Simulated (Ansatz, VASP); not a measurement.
# One calculation of MoS2, two programs

```
CELL_PARAMETERS angstrom
3.11779 0.00000 0.00000
-1.55890 2.70009 0.00000
0.00000 0.00000 12.12978
ATOMIC_POSITIONS crystal
Mo 0.66667 0.33333 0.24995
Mo 0.33333 0.66667 0.75005
S 0.33333 0.66667 0.37993
S 0.66667 0.33333 0.88004
S 0.33333 0.66667 0.11996
S 0.66667 0.33333 0.62007
```

Alike in both runs: task single point; functional PBE; dispersion D3(BJ); k mesh 12 × 12 × 4; occupations gaussian, width 0.02 eV; no spin polarisation.

|  | VASP | Ansatz |
| --- | --- | --- |
| version | VASP 6.6.1 | Ansatz 0.2.0 |
| potentials or method | VASP PAW PBE potentials, release 64 (Mo_sv, S), cutoff 520 eV | scalar-relativistic, plane waves, PAW |
| valence electrons in the cell | 52 | 52 |

```csv
,VASP,Ansatz,Ansatz less VASP
gap on the k mesh at the Fermi level (eV),0.83,0.81,-0.016
least direct gap on the mesh (eV),1.82,1.82,-0.004
pressure (GPa),1.8,2.0,+0.15
"traceless stress, the component that is largest in VASP (GPa)",-2.00,-1.95,+0.049
rms of the force components (eV/Å),0.007,0.000,-0.0064
```

Atom by atom the forces differ by 0.007 eV/Å (rms over components).
